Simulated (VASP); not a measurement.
# Mo (Im-3m) in VASP: relaxation of cell and atoms with PBE

Aim: the relaxation of cell and atoms of Mo with PBE.

All numbers are computed with VASP 6.6.1; they aren't measurements. Logs are shortened: lines on timing, memory, paths and dates and some standing lists are left out, and cuts for length are marked.

## (1) The cell of the first run

The structure is cubic, space group Im-3m (No. 229). The conventional cell has a = 3.143 Å, b = 3.143 Å, c = 3.143 Å, α = 90.00°, β = 90.00°, γ = 90.00°. Mo (site symmetry m-3m) has 14 Mo at 2.72 to 3.14 Å within 3.6 Å.

## (2) Relaxation of cell and atoms, PBE

Contents of INCAR:

```
SYSTEM = Mo
PREC     = Accurate       ! precision mode
ENCUT    = 600            ! plane-wave cutoff, eV
EDIFF    = 1E-7           ! SCF threshold, eV
ISMEAR   = -1             ! smearing method
SIGMA    = 0.03           ! smearing width, eV
LREAL    = .False.        ! projectors in reciprocal space
LASPH    = .True.         ! aspherical terms in the spheres
NELM     = 100            ! most SCF steps
ALGO     = Normal         ! electronic algorithm
ISIF     = 3              ! what is computed and relaxed
LWAVE    = .False.        ! write WAVECAR
LCHARG   = .False.        ! write CHGCAR
GGA      = PE             ! functional
IBRION   = 2              ! ionic algorithm
NSW      = 100            ! ionic steps
EDIFFG   = -0.005         ! ionic threshold
```

Contents of KPOINTS:

```
Automatic mesh
0
Gamma
  16 16 16
  0 0 0
```

Contents of POSCAR:

```
Mo
1.0
   -1.5712789487      1.5712789487      1.5712789487
    1.5712789487     -1.5712789487      1.5712789487
    1.5712789487      1.5712789487     -1.5712789487
Mo
1
Direct
    0.0000000000      0.0000000000      0.0000000000
```

Potentials or basis: VASP PAW PBE potentials, release 64 (Mo_sv).

The run is started by

```console
$ cat potpaw_PBE.64/Mo_sv/POTCAR > POTCAR
$ mpirun -np 1 vasp_std > vasp.out
```

OUTCAR:

```text
SYSTEM = Mo
   PREC = Accurate
   ENCUT = 600
   EDIFF = 1E-7
   ISMEAR = -1
   LREAL = .False.
   LASPH = .True.
   NELM = 100
   ISIF = 3
   GGA = PE
   IBRION = 2
   NSW = 100
   EDIFFG = -0.005

 ion  position               nearest neighbor table
   1  0.000  0.000  0.000-

  LATTYP: Found a body centered cubic cell.
 ALAT       =     3.1425578974

  Lattice vectors:

 A1 = (  -1.5712789487,   1.5712789487,   1.5712789487)
 A2 = (   1.5712789487,  -1.5712789487,   1.5712789487)
 A3 = (   1.5712789487,   1.5712789487,  -1.5712789487)

Analysis of symmetry for initial positions (statically):
=====================================================================
 Subroutine PRICEL returns:
 Original cell was already a primitive cell.

 Routine SETGRP: Setting up the symmetry group for a
 body centered cubic supercell.

 Subroutine GETGRP returns: Found 48 space group operations
 (whereof 48 operations were pure point group operations)
 out of a pool of 48 trial point group operations.

The static configuration has the point symmetry O_h .

Analysis of symmetry for dynamics (positions and initial velocities):
=====================================================================
 Subroutine PRICEL returns:
 Original cell was already a primitive cell.

 Routine SETGRP: Setting up the symmetry group for a
 body centered cubic supercell.

 Subroutine GETGRP returns: Found 48 space group operations
 (whereof 48 operations were pure point group operations)
 out of a pool of 48 trial point group operations.

The dynamic configuration has the point symmetry O_h .

 Subroutine INISYM returns: Found 48 space group operations
 (whereof 48 operations are pure point group operations),
 and found     1 'primitive' translations

----------------------------------------------------------------------------------------

                                     Primitive cell

  volume of cell :      15.5174

  direct lattice vectors                    reciprocal lattice vectors
    -1.571278949  1.571278949  1.571278949     0.000000000  0.318212117  0.318212117
     1.571278949 -1.571278949  1.571278949     0.318212117  0.000000000  0.318212117
     1.571278949  1.571278949 -1.571278949     0.318212117  0.318212117  0.000000000

  length of vectors
     2.721534972  2.721534972  2.721534972     0.450019891  0.450019891  0.450019891

  position of ions in fractional coordinates (direct lattice)
     0.000000000  0.000000000  0.000000000

  ion indices of the primitive-cell ions
   primitive index   ion index
                 1           1

----------------------------------------------------------------------------------------

 KPOINTS: Automatic mesh

Automatic generation of k-mesh.
 Grid dimensions read from file:
 generate k-points for:   16   16   16

 Generating k-lattice:

  Cartesian coordinates                     Fractional coordinates (reciprocal lattice)
     0.000000000  0.019888257  0.019888257     0.062500000  0.000000000  0.000000000
     0.019888257  0.000000000  0.019888257     0.000000000  0.062500000  0.000000000
     0.019888257  0.019888257  0.000000000     0.000000000  0.000000000  0.062500000

  Length of vectors
     0.028126243  0.028126243  0.028126243

  Shift w.r.t. Gamma in fractional coordinates (k-lattice)
     0.000000000  0.000000000  0.000000000

 Subroutine IBZKPT returns following result:
 ===========================================

 Found    145 irreducible k-points:

 Following reciprocal coordinates:
            Coordinates               Weight
  0.000000  0.000000  0.000000      1.000000
  0.062500  0.000000  0.000000     12.000000
  0.125000  0.000000  0.000000     12.000000
  0.187500  0.000000  0.000000     12.000000
  0.250000  0.000000  0.000000     12.000000
  0.312500  0.000000  0.000000     12.000000
[... 16 lines left out ...]
  0.187500  0.187500  0.000000     24.000000
  0.250000  0.187500  0.000000     48.000000
 [... further k-points ...]
   k-points           NKPTS =    145   k-points in BZ     NKDIM =    145   number of bands    NBANDS=     11
   number of dos      NEDOS =    301   number of ions     NIONS =      1
   total plane-waves  NPLWV =  13824
   dimension x,y,z NGX =    24 NGY =   24 NGZ =   24
   dimension x,y,z NGXF=    48 NGYF=   48 NGZF=   48
   ions per type =               1
   NGX,Y,Z   is equivalent  to a cutoff of  14.66, 14.66, 14.66 a.u.
   NGXF,Y,Z  is equivalent  to a cutoff of  29.32, 29.32, 29.32 a.u.
 SYSTEM =  Mo
   PREC   = accura    normal or accurate (medium, high low for compatibility)
   ISTART =      0    job   : 0-new  1-cont  2-samecut
   ICHARG =      2    charge: 1-file 2-atom 10-const
   ISPIN  =      1    spin polarized calculation?
   LNONCOLLINEAR =      F non collinear calculations
   LSORBIT =      F    spin-orbit coupling
   LASPH  =      T    aspherical Exc in radial PAW
   ENCUT  =  600.0 eV  44.10 Ry    6.64 a.u.   5.44  5.44  5.44*2*pi/ulx,y,z
   NELM   =    100;   NELMIN=  2; NELMDL= -5     # of ELM steps
   EDIFF  = 0.1E-06   stopping-criterion for ELM
   LREAL  =      F    real-space projection
   EDIFFG = -.5E-02   stopping-criterion for IOM
   NSW    =    100    number of steps for IOM
   IBRION =      2    ionic relax: 0-MD 1-quasi-New 2-CG
   NFREE  =      1    steps in history (QN), initial steepest desc. (CG)
   ISIF   =      3    stress and relaxation
   ISYM   =      2    0-nonsym 1-usesym 2-fastsym
   POTIM  = 0.5000    time-step for ionic-motion
   TEBEG  =    0.0;   TEEND  =   0.0 temperature during run
   PSTRESS=    0.0 pullay stress
   NELECT =      14.0000    total number of electrons
   NUPDOWN=      -1.0000    fix difference up-down
   EMIN   =  10.00;   EMAX   =-10.00  energy-range for DOS
   EFERMI =   0.00;   METHOD = LEGACY
   ISMEAR =    -1;   SIGMA  =   0.03  broadening in eV -4-tet -1-fermi 0-gaus
   EFERMI_NEDOS =   21; number of points for ismear=-14 and -15
   IALGO  =     38    algorithm
   IMIX   =      4    mixing-type and parameters
     AMIX     =   0.40;   BMIX     =  1.00
     AMIX_MAG =   1.60;   BMIX_MAG =  1.00
  volume/ion in A,a.u.               =      15.52       104.72
  Fermi-wavevector in a.u.,A,eV,Ry     =   1.581895  2.989347 34.047092  2.502391
  Thomas-Fermi vector in A             =   2.681901
   LORBIT       =      0    0 simple, 1 ext, 2 COOP (PROOUT), +10 PAW based schemes
   GGA     = PE    functional components
   LHFCALC =     F    Hartree Fock is set to
   AEXX    =    0.0000 exact exchange contribution
   IVDW    =     0    specifies the selected vdW correction
   LEPSILON=     F    determine dielectric tensor
   LRPA    =     F    only Hartree local field effects (RPA)
 conjugate gradient relaxation of ions
 non-spin polarized calculation
  energy-cutoff  :      600.00
  volume of cell :       15.52
 maximum number of plane-waves:       537
 NGX is ok and might be reduce to    24
   NGX = 11   NGY = 11   NGZ = 11

--------------------------------------- Ionic step        1  -------------------------------------------

 number of electron      14.0000002 magnetization

 Free energy of the ion-electron system (eV)
  ---------------------------------------------------
  ext. energy  EPLUGINS =         0.00000000
  ---------------------------------------------------
  free energy    TOTEN  =       -10.93640981 eV

  energy without entropy =      -10.93530223  energy(sigma->0) =      -10.93585602

------------------------ aborting loop because EDIFF is reached ----------------------------------------

  FORCE on cell =-STRESS in cart. coord.  units (eV):
  Direction    XX          YY          ZZ          XY          YZ          ZX
  --------------------------------------------------------------------------------------
  -------------------------------------------------------------------------------------
  Total        0.4780623      0.4780623      0.4780623      0.0000000     -0.0000000      0.0000000
  in kB       49.3600117     49.3600117     49.3600117      0.0000000     -0.0000000      0.0000000
  external PRESSURE =      49.3600117 kB  Pullay stress =       0.0000000 kB
[... 90 lines left out ...]
  energy  without entropy=      -10.9395652493  energy(sigma->0) =      -10.94013673

--------------------------------------- Ionic step        4  -------------------------------------------

 number of electron      14.0000002 magnetization

 Free energy of the ion-electron system (eV)
  ---------------------------------------------------
  ext. energy  EPLUGINS =         0.00000000
  ---------------------------------------------------
  free energy    TOTEN  =       -10.94071000 eV

  energy without entropy =      -10.93956796  energy(sigma->0) =      -10.94013898

 E-fermi :  12.4217     XC(G=0): -13.3282

 val. band max:       12.4095947358   @ k =  -0.1875   0.1875   0.0625
 cond. band min:      12.4691002584   @ k =   0.1875   0.0000   0.0000
 fundamental gap:      0.0595055226
 Fermi energy:        12.4217113234

 k-point     1 :       0.0000    0.0000    0.0000
  band No.  band energies     occupation
      1     -48.8520      2.00000
      2     -22.1439      2.00000
      3     -22.1439      2.00000
      4     -22.1439      2.00000
      5       5.2205      2.00000
      6      11.0811      2.00000
      7      11.0811      2.00000
      8      11.0811      2.00000
      9      14.0662      0.00000
     10      14.0662      0.00000
     11      27.2353      0.00000
[... 309 lines left out ...]
 k-point    24 :       0.2500    0.1875    0.0000
  band No.  band energies     occupation
      1     -48.6283      2.00000
      2     -23.2053      2.00000
      3     -22.5832      2.00000
      4     -22.2609      2.00000
      5       8.2861      2.00000
      6       9.5479      2.00000
      7      10.6252      2.00000
      8      13.5036      0.00000
      9      14.8079      0.00000
     10      16.9817      0.00000
     11      25.5447      0.00000

 [... further k-points ...]
[... 5 lines left out ...]
  --------------------------------------------------------------------------------------
  -------------------------------------------------------------------------------------
  Total        0.0006429      0.0006429      0.0006429      0.0000000     -0.0000000      0.0000000
  in kB        0.0651862      0.0651862      0.0651862      0.0000000     -0.0000000      0.0000000
  external PRESSURE =       0.0651862 kB  Pullay stress =       0.0000000 kB
[... 16 lines left out ...]
  FREE ENERGIE OF THE ION-ELECTRON SYSTEM (eV)
  ---------------------------------------------------
  free  energy   TOTEN  =       -10.9407099964 eV

  energy  without entropy=      -10.9395679646  energy(sigma->0) =      -10.94013898

 reached required accuracy - stopping structural energy minimisation
```

Run time: 22 s. Hardware: 1 thread of Intel Xeon 6975P-C (Granite Rapids), shared host; peak memory 0.17 GiB.

What came out:

* Free energy: -10.9407 eV
* Relaxed volume: 15.80 Å³/atom
* Relaxed cell: a = 2.738 Å, b = 2.738 Å, c = 2.738 Å, α = 109.47°, β = 109.47°, γ = 109.47°
* Space group after relaxing (to 0.05 Å): Im-3m (No. 229)
* Energy gained by relaxing: 4.3 meV/atom
* Ionic steps: 4
* Pressure after relaxing: 0.0 GPa
* Band gap on the k mesh: zero (band 7 reaches 16.34 eV, above the bottom of band 8 at 11.08 eV)

The path:
| step | energy change (eV) | largest force (eV/Å) | pressure (GPa) | volume (Å³) |
| --- | --- | --- | --- | --- |
| 1 | 0.0000 | 0.0000 | 4.94 | 15.52 |
| 2 | 0.0269 | 0.0000 | -11.76 | 16.62 |
| 3 | -0.0043 | 0.0000 | -0.09 | 15.81 |
| 4 | -0.0043 | 0.0000 | 0.01 | 15.80 |

Final structure:
```
Mo
1.0
    -1.58082    1.58082    1.58082
     1.58082   -1.58082    1.58082
     1.58082    1.58082   -1.58082
Mo
1
Direct
  0.00000 0.00000 0.00000
```
